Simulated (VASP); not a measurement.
Write the native input for VASP 6.6.1 that does the following.

- Task: band structure
- Functional: PBEsol
- Potentials or basis: VASP PAW PBE potentials, release 64 (In_d, Se)
- Cutoff: 520 eV
- k mesh: 8 × 8 × 8
- Occupations: gaussian, width 0.02 eV
- Spin: no spin polarisation
- Further INCAR settings: ALGO = Normal; EDIFF = 1e-06; NBANDS = 27

The structure of InSe lies in POSCAR:

```
InSe
1.0
    2.0000000000      1.1547005384      8.4400000000
   -2.0000000000      1.1547005384      8.4400000000
    0.0000000000     -2.3094010768      8.4400000000
In Se
2 2
Direct
    0.8886000000      0.8886000000      0.8886000000
    0.0000000000      0.0000000000      0.0000000000
    0.1719000000      0.1719000000      0.1719000000
    0.3835000000      0.3835000000      0.3835000000
```

These files were run (other wordings do the same):

INCAR

```
SYSTEM = InSe
ALGO     = Normal         ! electronic algorithm
EDIFF    = 1E-6           ! SCF threshold, eV
ENCUT    = 520            ! plane-wave cutoff, eV
GGA      = PS             ! functional
ISIF     = 2              ! what is computed and relaxed
ISMEAR   = 0              ! smearing method
LASPH    = .True.         ! aspherical terms in the spheres
LCHARG   = .False.        ! write CHGCAR
LREAL    = .False.        ! projectors in reciprocal space
LWAVE    = .False.        ! write WAVECAR
NBANDS   = 27             ! bands
NELM     = 60             ! most SCF steps
PREC     = Accurate       ! precision mode
SIGMA    = 0.02           ! smearing width, eV
```

KPOINTS

```
k-points
0
Gamma
  8 8 8
  0 0 0
```

KPOINTS_OPT

```
path GLB1,BZGX,QFP1Z,LP
20
line-mode
reciprocal
 0.0000000000  0.0000000000  0.0000000000  G
 0.5000000000  0.0000000000  0.0000000000  L

 0.5000000000  0.0000000000  0.0000000000  L
 0.5000000000  0.1791451724 -0.1791451724  B1

 0.8208548276  0.5000000000  0.1791451724  B
 0.5000000000  0.5000000000  0.5000000000  Z

 0.5000000000  0.5000000000  0.5000000000  Z
 0.0000000000  0.0000000000  0.0000000000  G

 0.0000000000  0.0000000000  0.0000000000  G
 0.3395725862  0.0000000000 -0.3395725862  X

 0.6604274138  0.3395725862  0.0000000000  Q
 0.5000000000  0.5000000000  0.0000000000  F

 0.5000000000  0.5000000000  0.0000000000  F
 0.6604274138  0.6604274138  0.1791451724  P1

 0.6604274138  0.6604274138  0.1791451724  P1
 0.5000000000  0.5000000000  0.5000000000  Z

 0.5000000000  0.0000000000  0.0000000000  L
 0.8208548276  0.3395725862  0.3395725862  P
```

Potentials or basis: VASP PAW PBE potentials, release 64 (In_d, Se).

The run is started by

```sh
$ cat potpaw_PBE.64/In_d/POTCAR potpaw_PBE.64/Se/POTCAR > POTCAR
$ mpirun -np 1 vasp_std > vasp.out
```

Results of the run:

- Pressure: 0.2 GPa
- Largest force: 0.320 eV/Å
- Band gap on the k mesh: 0.33 eV
- Band gap along the path: 0.33 eV

Caveat: the PAW data sets were made with another functional, which shifts forces and pressure a little; spin-orbit coupling is left out, which moves the levels of the heavy elements.

Run time: 40 min on 1 thread of Intel(R) Xeon(R) Platinum 8259CL CPU @ 2.50GHz (Skylake/Cascade Lake), with other jobs on the host, peak memory 0.75 GiB.
